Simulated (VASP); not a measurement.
Write the native input for VASP 6.6.1 that does the following.

- Task: single point
- Functional: PBE
- Dispersion: D3(BJ)
- Potentials or basis: VASP PAW PBE potentials, release 64 (C)
- Cutoff: 520 eV
- k mesh: 15 × 15 × 15
- Occupations: gaussian, width 0.05 eV
- Spin: no spin polarisation
- Dipole correction: no
- Further INCAR settings: ALGO = Normal; EDIFF = 1e-06; NBANDS = 11

The structure of C lies in POSCAR:

```
C
1.0
    1.2633109298      0.7293729054      3.4454225316
   -1.2633109298      0.7293729054      3.4454225316
    0.0000000000     -1.4587458108      3.4454225316
C
2
Direct
    0.1609431579      0.1609431579      0.1609431579
    0.8390568421      0.8390568421      0.8390568421
```

These files were run (other wordings do the same):

INCAR

```
SYSTEM = C
PREC = Accurate
ENCUT = 520
EDIFF = 1E-6
ISMEAR = 0
SIGMA = 0.05
LREAL = .FALSE.
LASPH = .TRUE.
NELM = 60
ALGO = Normal
ISIF = 2
LWAVE = .FALSE.
LCHARG = .FALSE.
GGA = PE
IVDW = 12
NBANDS = 11
```

KPOINTS

```
Automatic mesh
0
G
  15 15 15
  0 0 0
```

Potentials or basis: VASP PAW PBE potentials, release 64 (C).

Launch:

```sh
$ cat potpaw_PBE.64/C/POTCAR > POTCAR
$ mpirun -np 1 vasp_std > vasp.out
```

Results of the run:

- Pressure: -18.9 GPa
- Largest force: 1.927 eV/Å
- Band gap on the k mesh: 0.76 eV, direct
- Dispersion energy per atom: -0.148 eV

Caveat: forces of over 1 eV/Å act on the atoms, so gaps and moduli don't describe the material at rest.

It took 47 s on 1 thread of Intel(R) Xeon(R) Platinum 8488C (Sapphire Rapids), with other jobs on the host, peak memory 0.2 GiB.
